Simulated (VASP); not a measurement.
Write the native input for VASP 6.6.1 that does the following.

```
Task                   : single point
Functional             : LDA
Potentials or basis    : VASP PAW LDA potentials, release 64 (Al)
Cutoff                 : 520 eV
k mesh                 : 22 × 22 × 22
Occupations            : gaussian, width 0.15 eV
Spin                   : no spin polarisation
Dipole correction      : no
Further INCAR settings : ALGO = Fast; EDIFF = 1e-06; NBANDS = 8
```

The structure of Al lies in POSCAR:

```
Al
1.0
   -1.6051973255      1.6051973255      1.4896231180
    1.6051973255     -1.6051973255      1.4896231180
    1.6051973255      1.6051973255     -1.4896231180
Al
1
Direct
    0.0000000000      0.0000000000      0.0000000000
```

These files were run (other wordings do the same):

INCAR

```
  PREC = Accurate
  ENCUT = 520
  EDIFF = 1E-6
  ISMEAR = 0
  SIGMA = 0.15
  LREAL = F
  LASPH = T
  NELM = 80
  ALGO = Fast
  ISIF = 2
  LWAVE = F
  LCHARG = F
  NBANDS = 8
```

KPOINTS

```
regular mesh
0
Gamma
  22 22 22
```

Potentials or basis: VASP PAW LDA potentials, release 64 (Al).

Run with:

```bash
$ cat potpaw_LDA.64/Al/POTCAR > POTCAR
$ mpirun -np 1 vasp_std > vasp.out
```

It gave:

The pressure is 4.6 GPa and the band gap on the k mesh is zero (an odd number of electrons rules out a gap without spin polarisation).

Caveat: the cell stands under pressure.

Run time: 2.2 min on 1 thread of AMD EPYC 7571, with other jobs on the host, peak memory 0.15 GiB.
